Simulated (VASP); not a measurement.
# CsRe: single point with PBE

Crystal: CsRe.

```
Cs Re
1.0
     3.68935    0.00000    0.00000
    -1.84468    3.19507    0.00000
     0.00000    0.00000    5.63144
Cs Re
1 1
Cartesian
  -0.0223 0.0567 2.7845
  0.0075 0.0510 0.0012
```

```yaml
Program: VASP 6.6.1
Task: single point
Functional: PBE
Potentials_or_basis: VASP PAW PBE potentials, release 64 (Cs_sv, Re_sv_GW)
Cutoff: 560 eV
k_mesh: 6 × 6 × 4
Occupations: gaussian, width 0.005 eV
Spin: no spin polarisation
Dipole_correction: no
Further_INCAR_settings: ALGO = Normal; EDIFF = 1e-06; NBANDS = 19
```

```
Pressure               : -7.5 GPa
Largest force          : 0.289 eV/Å
Band gap on the k mesh : zero (bands 12 and 13 overlap by 0.82 eV)
```

Forces on the atoms (eV/Å):
```
Cs  -0.195  0.033  0.212
Re   0.195 -0.033 -0.212
```

Stress tensor (GPa, compression positive):
```
-13.01   0.03   0.00
  0.03 -12.96   0.00
  0.00   0.00   3.44
```

Levels at points of the mesh, in eV from the Fermi level:
| k point | band 9 | band 10 | band 11 | band 12 | band 13 | band 14 | band 15 | band 16 |
| --- | --- | --- | --- | --- | --- | --- | --- | --- |
| (0.00, 0.00, 0.00) | -3.75 | -1.32 | -0.12 | -0.12 | -0.01 | 0.00 | 2.04 | 4.46 |
| (0.50, 0.00, 0.00) | -1.85 | -1.81 | -1.11 | -0.34 | 1.29 | 1.67 | 1.93 | 2.42 |
| (0.00, 0.50, 0.00) | -1.85 | -1.82 | -1.11 | -0.34 | 1.29 | 1.67 | 1.93 | 2.42 |
| (0.50, 0.50, 0.00) | -1.86 | -1.81 | -1.11 | -0.34 | 1.29 | 1.67 | 1.93 | 2.42 |
| (0.00, 0.00, 0.50) | -2.98 | -0.09 | -0.09 | 0.47 | 0.48 | 0.83 | 2.04 | 2.75 |
| (0.50, 0.00, 0.50) | -1.47 | -0.67 | -0.12 | 0.24 | 1.30 | 1.44 | 1.57 | 3.40 |
| (0.00, 0.50, 0.50) | -1.47 | -0.67 | -0.12 | 0.24 | 1.30 | 1.44 | 1.57 | 3.40 |
| (0.50, 0.50, 0.50) | -1.47 | -0.67 | -0.12 | 0.25 | 1.30 | 1.44 | 1.57 | 3.40 |

Run time: 66 s on 1 thread of Intel(R) Xeon(R) Platinum 8375C CPU @ 2.90GHz (Ice Lake), on a shared host, peak memory 0.27 GiB.

Caveat: the stress differs along the axes, from -13 to 3 GPa; spin-orbit coupling is left out, which moves the levels of the heavy elements.
